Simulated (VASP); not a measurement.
# RhC (zincblende type) (F-43m) in VASP: notebook

RhC (zincblende type) is run at these levels: PBE; tasks: single point.

Program: VASP 6.6.1. These are calculated values, not measurements. Logs are shortened: lines on timing, memory, paths and dates and some standing lists are left out, and cuts for length are marked.

## (1) The cell of the first run

The structure is cubic, space group F-43m (No. 216). The conventional cell has a = 3.969 Å, b = 3.969 Å, c = 3.969 Å, α = 90.00°, β = 90.00°, γ = 90.00°. Rh (site symmetry -43m) has 4 C at 1.72 Å within 2.3 Å. Within 2.3 Å of C (site symmetry -43m) lie 4 Rh at 1.72 Å.

## (2) Single point, PBE (7.81 Å³/atom)

INCAR reads:

```
PREC = Accurate
ENCUT = 520
EDIFF = 1E-7
ISMEAR = -1
SIGMA = 0.1
LREAL = False
LASPH = True
NELM = 60
ALGO = Normal
ISIF = 2
LWAVE = False
LCHARG = True
GGA = PE
LELF = True
LVHAR = True
NBANDS = 16
```

KPOINTS reads:

```
Automatic mesh
0
Gamma
  14 14 14
```

POSCAR reads:

```
RhC
1.0
    0.0000000000      1.9844344020      1.9844344020
    1.9844344020      0.0000000000      1.9844344020
    1.9844344020      1.9844344020      0.0000000000
Rh C
1 1
Direct
    0.0000000000      0.0000000000      0.0000000000
    0.2500000000      0.2500000000      0.2500000000
```

Potentials or basis: VASP PAW PBE potentials, release 64 (Rh_pv, C).

Started as:

```sh
> cat potpaw_PBE.64/Rh_pv/POTCAR potpaw_PBE.64/C/POTCAR > POTCAR
> mpirun -np 1 vasp_std > vasp.out
```

OUTCAR:

```text
PREC = Accurate
   ENCUT = 520
   EDIFF = 1E-7
   ISMEAR = -1
   LREAL = False
   LASPH = True
   NELM = 60
   ISIF = 2
   GGA = PE

 ion  position               nearest neighbor table
   1  0.000  0.000  0.000-   2 1.72   2 1.72   2 1.72   2 1.72
   2  0.250  0.250  0.250-   1 1.72   1 1.72   1 1.72   1 1.72

  LATTYP: Found a face centered cubic cell.
 ALAT       =     3.9688688040

  Lattice vectors:

 A1 = (   0.0000000000,   1.9844344020,   1.9844344020)
 A2 = (   1.9844344020,   0.0000000000,   1.9844344020)
 A3 = (   1.9844344020,   1.9844344020,   0.0000000000)

Analysis of symmetry for initial positions (statically):
=====================================================================
 Subroutine PRICEL returns:
 Original cell was already a primitive cell.

 Routine SETGRP: Setting up the symmetry group for a
 face centered cubic supercell.

 Subroutine GETGRP returns: Found 24 space group operations
 (whereof 24 operations were pure point group operations)
 out of a pool of 48 trial point group operations.

The static configuration has the point symmetry T_d .

Analysis of symmetry for dynamics (positions and initial velocities):
=====================================================================
 Subroutine PRICEL returns:
 Original cell was already a primitive cell.

 Routine SETGRP: Setting up the symmetry group for a
 face centered cubic supercell.

 Subroutine GETGRP returns: Found 24 space group operations
 (whereof 24 operations were pure point group operations)
 out of a pool of 48 trial point group operations.

The dynamic configuration has the point symmetry T_d .

 Subroutine INISYM returns: Found 24 space group operations
 (whereof 24 operations are pure point group operations),
 and found     1 'primitive' translations

----------------------------------------------------------------------------------------

                                     Primitive cell

  volume of cell :      15.6293

  direct lattice vectors                    reciprocal lattice vectors
     0.000000000  1.984434402  1.984434402    -0.251960962  0.251960962  0.251960962
     1.984434402  0.000000000  1.984434402     0.251960962 -0.251960962  0.251960962
     1.984434402  1.984434402  0.000000000     0.251960962  0.251960962 -0.251960962

  length of vectors
     2.806414045  2.806414045  2.806414045     0.436409187  0.436409187  0.436409187

  position of ions in fractional coordinates (direct lattice)
     0.000000000  0.000000000  0.000000000
     0.250000000  0.250000000  0.250000000

  ion indices of the primitive-cell ions
   primitive index   ion index
                 1           1
                 2           2

----------------------------------------------------------------------------------------

 KPOINTS: Automatic mesh

Automatic generation of k-mesh.
 Grid dimensions read from file:
 generate k-points for:   14   14   14

 Generating k-lattice:

  Cartesian coordinates                     Fractional coordinates (reciprocal lattice)
    -0.017997212  0.017997212  0.017997212     0.071428571  0.000000000  0.000000000
     0.017997212 -0.017997212  0.017997212     0.000000000  0.071428571  0.000000000
     0.017997212  0.017997212 -0.017997212     0.000000000  0.000000000  0.071428571

  Length of vectors
     0.031172085  0.031172085  0.031172085

  Shift w.r.t. Gamma in fractional coordinates (k-lattice)
     0.000000000  0.000000000  0.000000000

 Subroutine IBZKPT returns following result:
 ===========================================

 Found    104 irreducible k-points:

 Following reciprocal coordinates:
            Coordinates               Weight
  0.000000  0.000000  0.000000      1.000000
  0.071429  0.000000  0.000000      8.000000
  0.142857  0.000000  0.000000      8.000000
  0.214286  0.000000  0.000000      8.000000
  0.285714  0.000000  0.000000      8.000000
  0.357143  0.000000  0.000000      8.000000
[... 16 lines left out ...]
  0.214286  0.142857  0.000000     24.000000
  0.285714  0.142857  0.000000     24.000000
 [... further k-points ...]
   k-points           NKPTS =    104   k-points in BZ     NKDIM =    104   number of bands    NBANDS=     16
   number of dos      NEDOS =    301   number of ions     NIONS =      2
   total plane-waves  NPLWV =  13824
   dimension x,y,z NGX =    24 NGY =   24 NGZ =   24
   dimension x,y,z NGXF=    48 NGYF=   48 NGZF=   48
   ions per type =               1   1
   NGX,Y,Z   is equivalent  to a cutoff of  14.22, 14.22, 14.22 a.u.
   NGXF,Y,Z  is equivalent  to a cutoff of  28.43, 28.43, 28.43 a.u.
 SYSTEM =  unknown system
   PREC   = accura    normal or accurate (medium, high low for compatibility)
   ISTART =      0    job   : 0-new  1-cont  2-samecut
   ICHARG =      2    charge: 1-file 2-atom 10-const
   ISPIN  =      1    spin polarized calculation?
   LNONCOLLINEAR =      F non collinear calculations
   LSORBIT =      F    spin-orbit coupling
   LASPH  =      T    aspherical Exc in radial PAW
   ENCUT  =  520.0 eV  38.22 Ry    6.18 a.u.   5.22  5.22  5.22*2*pi/ulx,y,z
   NELM   =     60;   NELMIN=  2; NELMDL= -5     # of ELM steps
   EDIFF  = 0.1E-06   stopping-criterion for ELM
   LREAL  =      F    real-space projection
   EDIFFG = 0.1E-05   stopping-criterion for IOM
   NSW    =      0    number of steps for IOM
   IBRION =     -1    ionic relax: 0-MD 1-quasi-New 2-CG
   NFREE  =      0    steps in history (QN), initial steepest desc. (CG)
   ISIF   =      2    stress and relaxation
   ISYM   =      2    0-nonsym 1-usesym 2-fastsym
   POTIM  = 0.5000    time-step for ionic-motion
   TEBEG  =    0.0;   TEEND  =   0.0 temperature during run
   PSTRESS=    0.0 pullay stress
   NELECT =      19.0000    total number of electrons
   NUPDOWN=      -1.0000    fix difference up-down
   EMIN   =  10.00;   EMAX   =-10.00  energy-range for DOS
   EFERMI =   0.00;   METHOD = LEGACY
   ISMEAR =    -1;   SIGMA  =   0.10  broadening in eV -4-tet -1-fermi 0-gaus
   EFERMI_NEDOS =   21; number of points for ismear=-14 and -15
   IALGO  =     38    algorithm
   IMIX   =      4    mixing-type and parameters
     AMIX     =   0.40;   BMIX     =  1.00
     AMIX_MAG =   1.60;   BMIX_MAG =  1.00
  volume/ion in A,a.u.               =       7.81        52.74
  Fermi-wavevector in a.u.,A,eV,Ry     =   1.747213  3.301755 41.535249  3.052755
  Thomas-Fermi vector in A             =   2.818557
   LORBIT       =      0    0 simple, 1 ext, 2 COOP (PROOUT), +10 PAW based schemes
   GGA     = PE    functional components
   LHFCALC =     F    Hartree Fock is set to
   AEXX    =    0.0000 exact exchange contribution
   IVDW    =     0    specifies the selected vdW correction
   LEPSILON=     F    determine dielectric tensor
   LRPA    =     F    only Hartree local field effects (RPA)
 non-spin polarized calculation
  energy-cutoff  :      520.00
  volume of cell :       15.63
 maximum number of plane-waves:       444
 NGX is ok and might be reduce to    24
   NGX = 11   NGY = 11   NGZ = 11

 number of electron      19.0000001 magnetization

 Free energy of the ion-electron system (eV)
  ---------------------------------------------------
  ext. energy  EPLUGINS =         0.00000000
  ---------------------------------------------------
  free energy    TOTEN  =       -10.75425591 eV

  energy without entropy =      -10.73767270  energy(sigma->0) =      -10.74596430

 E-fermi :  16.7209     XC(G=0): -14.9563

 val. band max:       16.7058160382   @ k =   0.5000   0.4286   0.0714
 cond. band min:      16.7678558208   @ k =  -0.2857   0.2143   0.0714
 fundamental gap:      0.0620397826
 Fermi energy:        16.7208927241

 k-point     1 :       0.0000    0.0000    0.0000
  band No.  band energies     occupation
      1     -32.3332      2.00000
      2     -32.3332      2.00000
      3     -32.3332      2.00000
      4      -0.4366      2.00000
      5       6.1710      2.00000
      6       6.1710      2.00000
[... 8 lines left out ...]
     15      34.2790      0.00000
     16      34.2790      0.00000

 k-point     2 :       0.0714    0.0000    0.0000
  band No.  band energies     occupation
      1     -32.3670      2.00000
      2     -32.3383      2.00000
      3     -32.3383      2.00000
      4      -0.2943      2.00000
      5       6.1348      2.00000
      6       6.2471      2.00000
[... 8 lines left out ...]
     15      34.2664      0.00000
     16      34.2664      0.00000

 k-point     3 :       0.1429    0.0000    0.0000
  band No.  band energies     occupation
      1     -32.4609      2.00000
      2     -32.3523      2.00000
      3     -32.3523      2.00000
      4       0.0994      2.00000
      5       6.0766      2.00000
      6       6.4514      2.00000
[... 8 lines left out ...]
     15      34.2818      0.00000
     16      34.2818      0.00000

 k-point     4 :       0.2143    0.0000    0.0000
  band No.  band energies     occupation
      1     -32.5947      2.00000
      2     -32.3726      2.00000
      3     -32.3726      2.00000
      4       0.6399      2.00000
      5       6.1321      2.00000
      6       6.7132      2.00000
[... 8 lines left out ...]
     15      34.4608      0.00000
     16      34.4608      0.00000

 k-point     5 :       0.2857    0.0000    0.0000
  band No.  band energies     occupation
      1     -32.7409      2.00000
      2     -32.3950      2.00000
      3     -32.3950      2.00000
      4       1.1600      2.00000
      5       6.4743      2.00000
      6       6.9383      2.00000
[... 8 lines left out ...]
     15      34.8689      0.00000
     16      34.8689      0.00000

 k-point     6 :       0.3571    0.0000    0.0000
  band No.  band energies     occupation
      1     -32.8705      2.00000
      2     -32.4150      2.00000
      3     -32.4150      2.00000
      4       1.5130      2.00000
      5       7.0669      2.00000
      6       7.0669      2.00000
[... 8 lines left out ...]
     15      34.9926      0.00000
     16      35.3568      0.00000
[... 267 lines left out ...]
 k-point    21 :      -0.0714    0.0714    0.0000
  band No.  band energies     occupation
      1     -32.4134      2.00000
      2     -32.3592      2.00000
      3     -32.3408      2.00000
      4      -0.0672      2.00000
      5       6.0555      2.00000
      6       6.3399      2.00000
[... 8 lines left out ...]
     15      33.3256      0.00000
     16      34.8030      0.00000

 k-point    22 :       0.1429    0.1429    0.0000
  band No.  band energies     occupation
      1     -32.4563      2.00000
      2     -32.3820      2.00000
      3     -32.3820      2.00000
      4       0.2829      2.00000
      5       5.7392      2.00000
      6       6.7275      2.00000
[... 8 lines left out ...]
     15      33.1038      0.00000
     16      33.1038      0.00000

 k-point    23 :       0.2143    0.1429    0.0000
  band No.  band energies     occupation
      1     -32.5436      2.00000
      2     -32.4064      2.00000
      3     -32.4005      2.00000
      4       0.7010      2.00000
      5       5.6151      2.00000
      6       7.0197      2.00000
[... 8 lines left out ...]
     15      33.0708      0.00000
     16      33.9268      0.00000

 k-point    24 :       0.2857    0.1429    0.0000
  band No.  band energies     occupation
      1     -32.6638      2.00000
      2     -32.4311      2.00000
      3     -32.4228      2.00000
      4       1.2045      2.00000
      5       5.6786      2.00000
      6       7.2833      2.00000
[... 8 lines left out ...]
     15      33.4333      0.00000
     16      34.9380      0.00000

 [... further k-points ...]
[... 5 lines left out ...]
  --------------------------------------------------------------------------------------
  -------------------------------------------------------------------------------------
  Total       25.5760923     25.5760923     25.5760923      0.0000000      0.0000000      0.0000000
  in kB     2621.8300431   2621.8300431   2621.8300431      0.0000000      0.0000000      0.0000000
  external PRESSURE =    2621.8300431 kB  Pullay stress =       0.0000000 kB

 VOLUME and BASIS-vectors are now :
 -----------------------------------------------------------------------------
  energy-cutoff  :      520.00
  volume of cell :       15.63
      direct lattice vectors                 reciprocal lattice vectors
     0.000000000  1.984434402  1.984434402    -0.251960962  0.251960962  0.251960962
     1.984434402  0.000000000  1.984434402     0.251960962 -0.251960962  0.251960962
     1.984434402  1.984434402  0.000000000     0.251960962  0.251960962 -0.251960962

 POSITION                                       TOTAL-FORCE (eV/Angst)
 -----------------------------------------------------------------------------------
      0.00000      0.00000      0.00000         0.000000     -0.000000     -0.000000
      0.99222      0.99222      0.99222        -0.000000      0.000000      0.000000
 -----------------------------------------------------------------------------------
    total drift:                                0.000001      0.000001      0.000001

  FREE ENERGIE OF THE ION-ELECTRON SYSTEM (eV)
  ---------------------------------------------------
  free  energy   TOTEN  =       -10.7542559084 eV

  energy  without entropy=      -10.7376726973  energy(sigma->0) =      -10.74596430
```

It took 43 s on 1 thread of Intel Xeon 8259CL, shared host; peak memory 0.16 GiB.

What came out:

* Free energy: -10.7543 eV
* Pressure: 262.2 GPa
* Band gap on the k mesh: zero (an odd number of electrons rules out a gap without spin polarisation)

Caveat: the cell stands under pressure.

## (3) Single point, PBE (7.81 Å³/atom)

INCAR reads:

```
SYSTEM = RhC
ALGO = Normal
EDIFF = 1E-6
ENCUT = 520
GGA = PE
ISIF = 2
ISMEAR = -1
LASPH = .True.
LCHARG = .True.
LELF = .True.
LREAL = .False.
LVHAR = .True.
LWAVE = .False.
NBANDS = 16
NELM = 60
PREC = Accurate
SIGMA = 0.1
```

KPOINTS reads:

```
k-points
0
Gamma
  14 14 14
  0 0 0
```

POSCAR is that of step 2.

Potentials or basis: VASP PAW PBE potentials, release 64 (Rh_pv, C).

Started as:

```sh
> cat potpaw_PBE.64/Rh_pv/POTCAR potpaw_PBE.64/C/POTCAR > POTCAR
> mpirun -np 1 vasp_std > vasp.out
```

Run time: 44 s. Hardware: 1 thread of Intel Xeon 8259CL, shared host; peak memory 0.16 GiB.

It converged, with:

```
Free energy            : -10.7543 eV
Pressure               : 262.2 GPa
Band gap on the k mesh : zero (an odd number of electrons rules out a gap without spin polarisation)
```

Levels at points of the mesh, in eV from the Fermi level:
```
           k point  band 5  band 6  band 7  band 8  band 9  band 10  band 11  band 12  band 13  band 14
(0.00, 0.00, 0.00)  -10.55  -10.55  -10.55   -4.61   -4.61     5.04     7.65     7.65     7.65    17.56
(0.50, 0.00, 0.00)   -9.60   -9.60   -8.24   -3.58   -3.58    -1.04     4.60     4.60     7.68    13.90
(0.50, 0.50, 0.00)  -12.09   -5.84   -5.84   -4.89   -2.91     0.21     0.21     1.09    13.99    14.27
```

Caveat: the cell stands under pressure.

(Continued in part 2 of 2.)

The gap in the log of VASP goes by the Fermi energy; the results here count the filled bands.